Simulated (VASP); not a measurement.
# BeCd2Te3 (P4/mmm) in VASP: notebook, part 2 of 3

VASP 6.6.1. The steps go on from the part before.

## Step 3: Single point, PBE

File INCAR:

```
SYSTEM = BeCd2Te3
PREC     = Accurate       ! precision mode
ENCUT    = 600            ! plane-wave cutoff, eV
EDIFF    = 1E-6           ! SCF threshold, eV
ISMEAR   = 0              ! smearing method
SIGMA    = 0.1            ! smearing width, eV
LREAL    = .False.        ! projectors in reciprocal space
LASPH    = .True.         ! aspherical terms in the spheres
NELM     = 120            ! most SCF steps
ALGO     = Normal         ! electronic algorithm
ISIF     = 2              ! what is computed and relaxed
LWAVE    = .False.        ! write WAVECAR
LCHARG   = .False.        ! write CHGCAR
GGA      = PE             ! functional
NBANDS   = 31             ! bands
GGA_COMPAT= .False.
```

File KPOINTS:

```
Automatic mesh
0
Gamma
  6 6 2
  0 0 0
```

File POSCAR:

```
BeCd2Te3
1.0
    3.6685857632      0.0000000000      0.0000000000
    0.0000000000      3.6685857632      0.0000000000
    0.0000000000      0.0000000000     10.9241482979
Be Cd Te
1 2 3
Direct
    0.0000000000      0.0000000000      0.0000000000
    0.0000000000      0.0000000000      0.3276990194
    0.0000000000      0.0000000000      0.6723009806
    0.5000000000      0.5000000000      0.1387937741
    0.5000000000      0.5000000000      0.5000000000
    0.5000000000      0.5000000000      0.8612062259
```

Potentials or basis: VASP PAW PBE potentials, release 64 (Be, Cd, Te).

The run is started by

```bash
$ cat potpaw_PBE.64/Be/POTCAR potpaw_PBE.64/Cd/POTCAR potpaw_PBE.64/Te/POTCAR > POTCAR
$ mpirun -np 1 vasp_std > vasp.out
```

OUTCAR:

```text
SYSTEM = BeCd2Te3
   PREC = Accurate
   ENCUT = 600
   EDIFF = 1E-6
   ISMEAR = 0
   LREAL = .False.
   LASPH = .True.
   NELM = 120
   ISIF = 2
   GGA = PE

 ion  position               nearest neighbor table
   1  0.000  0.000  0.000-   4 3.00   6 3.00   4 3.00   6 3.00   4 3.00   6 3.00   4 3.00   6 3.00

   2  0.000  0.000  0.328-   5 3.21   5 3.21   5 3.21   5 3.21   4 3.31   4 3.31   4 3.31   4 3.31
                             3 3.76
   3  0.000  0.000  0.672-   5 3.21   5 3.21   5 3.21   5 3.21   6 3.31   6 3.31   6 3.31   6 3.31
                             2 3.76
   4  0.500  0.500  0.139-   1 3.00   1 3.00   1 3.00   1 3.00   6 3.03   2 3.31   2 3.31   2 3.31
                             2 3.31
   5  0.500  0.500  0.500-   2 3.21   3 3.21   2 3.21   3 3.21   2 3.21   3 3.21   2 3.21   3 3.21

   6  0.500  0.500  0.861-   1 3.00   1 3.00   1 3.00   1 3.00   4 3.03   3 3.31   3 3.31   3 3.31
                             3 3.31

  LATTYP: Found a simple tetragonal cell.
 ALAT       =     3.6685857632
 C/A-ratio  =     2.9777546453

  Lattice vectors:

 A1 = (   3.6685857632,   0.0000000000,   0.0000000000)
 A2 = (   0.0000000000,   3.6685857632,   0.0000000000)
 A3 = (   0.0000000000,   0.0000000000,  10.9241482979)

Analysis of symmetry for initial positions (statically):
=====================================================================
 Subroutine PRICEL returns:
 Original cell was already a primitive cell.

 Routine SETGRP: Setting up the symmetry group for a
 simple tetragonal supercell.

 Subroutine GETGRP returns: Found 16 space group operations
 (whereof 16 operations were pure point group operations)
 out of a pool of 16 trial point group operations.

The static configuration has the point symmetry D_4h.

Analysis of symmetry for dynamics (positions and initial velocities):
=====================================================================
 Subroutine PRICEL returns:
 Original cell was already a primitive cell.

 Routine SETGRP: Setting up the symmetry group for a
 simple tetragonal supercell.

 Subroutine GETGRP returns: Found 16 space group operations
 (whereof 16 operations were pure point group operations)
 out of a pool of 16 trial point group operations.

The dynamic configuration has the point symmetry D_4h.

 Subroutine INISYM returns: Found 16 space group operations
 (whereof 16 operations are pure point group operations),
 and found     1 'primitive' translations

----------------------------------------------------------------------------------------

                                     Primitive cell

  volume of cell :     147.0229

  direct lattice vectors                    reciprocal lattice vectors
     3.668585763  0.000000000  0.000000000     0.272584605  0.000000000  0.000000000
     0.000000000  3.668585763  0.000000000     0.000000000  0.272584605  0.000000000
     0.000000000  0.000000000 10.924148298     0.000000000  0.000000000  0.091540317

  length of vectors
     3.668585763  3.668585763 10.924148298     0.272584605  0.272584605  0.091540317

  position of ions in fractional coordinates (direct lattice)
     0.000000000  0.000000000  0.000000000
     0.000000000  0.000000000  0.327699019
     0.000000000  0.000000000  0.672300981
     0.500000000  0.500000000  0.138793774
     0.500000000  0.500000000  0.500000000
[... 41 lines left out ...]
  0.333333  0.000000  0.000000      4.000000
  0.500000  0.000000  0.000000      2.000000
  0.166667  0.166667  0.000000      4.000000
  0.333333  0.166667  0.000000      8.000000
[... 12 lines left out ...]
  0.500000  0.333333  0.500000      4.000000
  0.500000  0.500000  0.500000      1.000000
   k-points           NKPTS =     20   k-points in BZ     NKDIM =     20   number of bands    NBANDS=     31
   number of dos      NEDOS =    301   number of ions     NIONS =      6
   total plane-waves  NPLWV =  81000
   dimension x,y,z NGX =    30 NGY =   30 NGZ =   90
   dimension x,y,z NGXF=    60 NGYF=   60 NGZF=  180
   ions per type =               1   2   3
   NGX,Y,Z   is equivalent  to a cutoff of  13.59, 13.59, 13.70 a.u.
   NGXF,Y,Z  is equivalent  to a cutoff of  27.19, 27.19, 27.39 a.u.
 SYSTEM =  BeCd2Te3
   PREC   = accura    normal or accurate (medium, high low for compatibility)
   ISTART =      0    job   : 0-new  1-cont  2-samecut
   ICHARG =      2    charge: 1-file 2-atom 10-const
   ISPIN  =      1    spin polarized calculation?
   LNONCOLLINEAR =      F non collinear calculations
   LSORBIT =      F    spin-orbit coupling
   LASPH  =      T    aspherical Exc in radial PAW
   ENCUT  =  600.0 eV  44.10 Ry    6.64 a.u.   7.33  7.33 21.82*2*pi/ulx,y,z
   NELM   =    120;   NELMIN=  2; NELMDL= -5     # of ELM steps
   EDIFF  = 0.1E-05   stopping-criterion for ELM
   LREAL  =      F    real-space projection
   EDIFFG = 0.1E-04   stopping-criterion for IOM
   NSW    =      0    number of steps for IOM
   IBRION =     -1    ionic relax: 0-MD 1-quasi-New 2-CG
   NFREE  =      0    steps in history (QN), initial steepest desc. (CG)
   ISIF   =      2    stress and relaxation
   ISYM   =      2    0-nonsym 1-usesym 2-fastsym
   POTIM  = 0.5000    time-step for ionic-motion
   TEBEG  =    0.0;   TEEND  =   0.0 temperature during run
   PSTRESS=    0.0 pullay stress
   NELECT =      44.0000    total number of electrons
   NUPDOWN=      -1.0000    fix difference up-down
   EMIN   =  10.00;   EMAX   =-10.00  energy-range for DOS
   EFERMI =   0.00;   METHOD = LEGACY
   ISMEAR =     0;   SIGMA  =   0.10  broadening in eV -4-tet -1-fermi 0-gaus
   EFERMI_NEDOS =   21; number of points for ismear=-14 and -15
   IALGO  =     38    algorithm
   IMIX   =      4    mixing-type and parameters
     AMIX     =   0.40;   BMIX     =  1.00
     AMIX_MAG =   1.60;   BMIX_MAG =  1.00
  volume/ion in A,a.u.               =      24.50       165.36
  Fermi-wavevector in a.u.,A,eV,Ry     =   1.095042  2.069329 16.314974  1.199117
  Thomas-Fermi vector in A             =   2.231358
   LORBIT       =      0    0 simple, 1 ext, 2 COOP (PROOUT), +10 PAW based schemes
   GGA     = PE    functional components
   LHFCALC =     F    Hartree Fock is set to
   AEXX    =    0.0000 exact exchange contribution
   IVDW    =     0    specifies the selected vdW correction
   LEPSILON=     F    determine dielectric tensor
   LRPA    =     F    only Hartree local field effects (RPA)
 non-spin polarized calculation
 Gauss-broadening in eV      SIGMA  =   0.10
  energy-cutoff  :      600.00
  volume of cell :      147.02
 maximum number of plane-waves:      4964
 NGX is ok and might be reduce to    30
   NGX = 15   NGY = 15   NGZ = 43

 number of electron      43.9999994 magnetization

 Free energy of the ion-electron system (eV)
  ---------------------------------------------------
  ext. energy  EPLUGINS =         0.00000000
  ---------------------------------------------------
  free energy    TOTEN  =       -12.81204179 eV

  energy without entropy =      -12.80179719  energy(sigma->0) =      -12.80691949

 E-fermi :   5.6480     XC(G=0): -10.0839

 val. band max:        5.6061662487   @ k =   0.3333   0.3333   0.0000
 cond. band min:       5.7058012902   @ k =   0.3333   0.3333   0.5000
 fundamental gap:      0.0996350415
 Fermi energy:         5.6480018782

 k-point     1 :       0.0000    0.0000    0.0000
  band No.  band energies     occupation
      1      -7.3911      2.00000
      2      -6.5043      2.00000
      3      -6.0192      2.00000
      4      -3.0552      2.00000
      5      -3.0396      2.00000
      6      -2.9966      2.00000
[... 669 lines left out ...]
     30       9.9325      0.00000
     31       9.9352      0.00000

------------------------ aborting loop because EDIFF is reached ----------------------------------------

  FORCE on cell =-STRESS in cart. coord.  units (eV):
  Direction    XX          YY          ZZ          XY          YZ          ZX
  --------------------------------------------------------------------------------------
  -------------------------------------------------------------------------------------
  Total        0.0555424      0.0555424      0.0283233      0.0000000      0.0000000      0.0000000
  in kB        0.6052721      0.6052721      0.3086522      0.0000000      0.0000000      0.0000000
  external PRESSURE =       0.5063988 kB  Pullay stress =       0.0000000 kB

 VOLUME and BASIS-vectors are now :
 -----------------------------------------------------------------------------
  energy-cutoff  :      600.00
  volume of cell :      147.02
      direct lattice vectors                 reciprocal lattice vectors
     3.668585763  0.000000000  0.000000000     0.272584605  0.000000000  0.000000000
     0.000000000  3.668585763  0.000000000     0.000000000  0.272584605  0.000000000
     0.000000000  0.000000000 10.924148298     0.000000000  0.000000000  0.091540317

 POSITION                                       TOTAL-FORCE (eV/Angst)
 -----------------------------------------------------------------------------------
      0.00000      0.00000      0.00000        -0.000000      0.000000     -0.000000
      0.00000      0.00000      3.57983         0.000000     -0.000000     -0.004478
      0.00000      0.00000      7.34432        -0.000000     -0.000000      0.004478
      1.83429      1.83429      1.51620        -0.000000     -0.000000     -0.015624
      1.83429      1.83429      5.46207        -0.000000      0.000000     -0.000000
      1.83429      1.83429      9.40794        -0.000000      0.000000      0.015624
 -----------------------------------------------------------------------------------
    total drift:                                0.000000      0.000000     -0.000000

  FREE ENERGIE OF THE ION-ELECTRON SYSTEM (eV)
  ---------------------------------------------------
  free  energy   TOTEN  =       -12.8120417918 eV

  energy  without entropy=      -12.8017971941  energy(sigma->0) =      -12.80691949
```

Run time: 4.1 min. Hardware: 1 thread of Intel Xeon 8259CL, shared host; peak memory 0.33 GiB.

Results:

```yaml
Free_energy: -12.8120 eV
Pressure: 0.1 GPa
Largest_force: 0.016 eV/Å
Band_gap_on_the_k_mesh: zero (bands 22 and 23 overlap by 1.78 eV)
```

Forces on the atoms (eV/Å):
```
Be   0.000  0.000  0.000
Cd   0.000  0.000 -0.004
Cd   0.000  0.000  0.004
Te   0.000  0.000 -0.016
Te   0.000  0.000  0.000
Te   0.000  0.000  0.016
```

Levels at points of the mesh, in eV from the Fermi level:
```tsv
k point	band 18	band 19	band 20	band 21	band 22	band 23	band 24	band 25	band 26	band 27
(0.00, 0.00, 0.00)	-0.88	-0.79	-0.28	-0.28	0.08	0.08	1.01	1.60	4.14	4.14
(0.50, 0.00, 0.00)	-3.47	-1.08	-0.62	-0.14	0.65	0.77	0.96	2.52	3.15	3.64
(0.50, 0.50, 0.00)	-3.27	-3.27	-2.99	-2.22	-1.45	-1.13	-0.98	1.34	1.76	1.76
(0.00, 0.00, 0.50)	-1.48	-0.60	-0.60	0.17	0.40	0.40	0.81	2.58	3.08	4.15
(0.50, 0.00, 0.50)	-2.18	-1.97	-0.83	-0.14	0.63	0.98	1.34	1.98	3.09	3.16
(0.50, 0.50, 0.50)	-3.15	-2.66	-2.66	-2.10	-1.73	-0.89	0.31	0.43	0.50	0.50
```

Caveat: spin-orbit coupling is left out, which moves the levels of the heavy elements.

## Step 4: Single point, PBE

This run uses another cell than the first one, of 24.89 Å³/atom.

File INCAR:

```
SYSTEM = BeCd2Te3
PREC = Accurate
ENCUT = 600
EDIFF = 1E-6
ISMEAR = 0
SIGMA = 0.1
LREAL = .FALSE.
LASPH = .TRUE.
NELM = 120
ALGO = Normal
ISIF = 2
LWAVE = .FALSE.
LCHARG = .FALSE.
GGA = PE
NBANDS = 31
GGA_COMPAT = .FALSE.
```

File KPOINTS:

```
regular mesh
0
G
  6 6 2
  0 0 0
```

File POSCAR:

```
BeCd2Te3
1.0
    3.6827293100      0.0000000000      0.0000000000
    0.0000000000      3.6827293100      0.0000000000
    0.0000000000      0.0000000000     11.0102861500
Be Cd Te
1 2 3
Direct
    0.0000000000      0.0000000000      0.0000000000
    0.0000000000      0.0000000000      0.3342649900
    0.0000000000      0.0000000000      0.6657350100
    0.5000000000      0.5000000000      0.1837450000
    0.5000000000      0.5000000000      0.5000000000
    0.5000000000      0.5000000000      0.8162550000
```

The run is started by

```bash
$ cat potpaw_PBE.64/Be/POTCAR potpaw_PBE.64/Cd/POTCAR potpaw_PBE.64/Te/POTCAR > POTCAR
$ mpirun -np 1 vasp_std > vasp.out
```

Run time: 3.7 min. Hardware: 1 thread of Intel Xeon 8259CL, shared host; peak memory 0.33 GiB.

The run converged. Its results:

```yaml
Free_energy: -11.9883 eV
Pressure: 1.6 GPa
Largest_force: 1.420 eV/Å
Band_gap_on_the_k_mesh: zero (bands 22 and 23 overlap by 1.73 eV)
```

Forces in eV/Å, atoms in the order of the input:
```
Be   0.000  0.000  0.000
Cd   0.000  0.000 -0.026
Cd   0.000  0.000  0.026
Te   0.000  0.000 -1.420
Te   0.000  0.000  0.000
Te   0.000  0.000  1.420
```

Stress tensor (GPa, compression positive):
```
2.25 0.00 0.00
0.00 2.25 0.00
0.00 0.00 0.43
```

Levels at points of the mesh, in eV from the Fermi level:
| k point | band 18 | band 19 | band 20 | band 21 | band 22 | band 23 | band 24 | band 25 |
| --- | --- | --- | --- | --- | --- | --- | --- | --- |
| (0.00, 0.00, 0.00) | -1.02 | -0.92 | -0.34 | -0.34 | 0.08 | 0.08 | 1.39 | 1.67 |
| (0.50, 0.00, 0.00) | -3.39 | -1.00 | -0.69 | 0.30 | 0.48 | 0.64 | 0.68 | 2.36 |
| (0.50, 0.50, 0.00) | -2.98 | -2.98 | -2.26 | -2.25 | -1.76 | -1.24 | -0.91 | 0.93 |
| (0.00, 0.00, 0.50) | -1.14 | -0.70 | -0.70 | 0.38 | 0.39 | 0.39 | 0.64 | 2.54 |
| (0.50, 0.00, 0.50) | -2.06 | -1.85 | -1.16 | 0.35 | 0.50 | 0.78 | 1.31 | 1.65 |
| (0.50, 0.50, 0.50) | -2.70 | -2.54 | -2.54 | -2.13 | -1.76 | -0.55 | -0.06 | 0.31 |

Caveat: spin-orbit coupling is left out, which moves the levels of the heavy elements; forces of over 1 eV/Å act on the atoms, so gaps and moduli don't describe the material at rest.

[end of part 2 of 3]
